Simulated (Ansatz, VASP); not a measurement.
# Two plane-wave programs on BaS

The input INCAR:

```
SYSTEM = BaS
ALGO = Normal
EDIFF = 1E-6
ENCUT = 520
GGA = PE
ISIF = 2
ISMEAR = -1
LASPH = .TRUE.
LCHARG = .TRUE.
LELF = .TRUE.
LREAL = .FALSE.
LVHAR = .TRUE.
LWAVE = .FALSE.
NBANDS = 15
NELM = 60
PREC = Accurate
SIGMA = 0.02
```

The input KPOINTS:

```
k-points
0
G
  8 8 8
  0 0 0
```

Contents of POSCAR:

```
BaS
1.0
    0.0000000000      3.2439138341      3.2013870227
    3.2439138341      0.0000000000      3.2013870227
    3.2439138341      3.2439138341      0.0000000000
Ba S
1 1
Direct
    0.0000000000      0.0000000000      0.0000000000
    0.5000000000      0.5000000000      0.5000000000
```

Input for Ansatz:

```yaml
crystal:
  lattice:
    - [0.0, 3.2439138341, 3.2013870227]
    - [3.2439138341, 0.0, 3.2013870227]
    - [3.2439138341, 3.2439138341, 0.0]
  atoms:
    - { symbol: Ba, position: [0.0, 0.0, 0.0] }
    - { symbol: S, position: [0.5, 0.5, 0.5] }
kpoints:
  mp_grid: { grid: [8, 8, 8] }
  band_path:
    path:
      - [0.0, 0.0, 0.0]
      - [0.5, 0.0, 0.5]
      - [0.625, 0.25, 0.625]
      - [0.375, 0.375, 0.75]
      - [0.5, 0.5, 0.5]
      - [0.5, 0.25, 0.75]
      - [0.5, 0.5, 0.0]
    npoints: 1
hamiltonian:
  xc: pbe
scf:
  occupations: { method: fermi_dirac, width: 0.02 }
  n_extra_bands: 4
output:
  forces: true
  stress: true
  eigenvalues: true
```

Change from the starting cell: epitaxial_xy strain +1.0%.

Alike in both runs: task single point; functional PBE; k mesh 8 × 8 × 8; occupations fermi-dirac, width 0.02 eV; no spin polarisation.

|  | VASP | Ansatz |
| --- | --- | --- |
| version | VASP 6.6.1 | Ansatz 0.2.0 |
| potentials or method | VASP PAW PBE potentials, release 64 (Ba_sv, S) | plane waves, PAW |
| plane-wave cutoff (eV) | 520 | 420 |
| valence electrons in the cell | 16 | 16 |

|  | VASP | Ansatz | Ansatz less VASP |
| --- | --- | --- | --- |
| gap on the k mesh at the Fermi level (eV) | 2.13 | 2.22 | +0.094 |
| pressure (GPa) | 0.0 | -0.6 | -0.52 |
| traceless stress, the component that is largest in VASP (GPa) | 0.66 | 0.60 | -0.063 |

Spin-orbit coupling is off throughout.
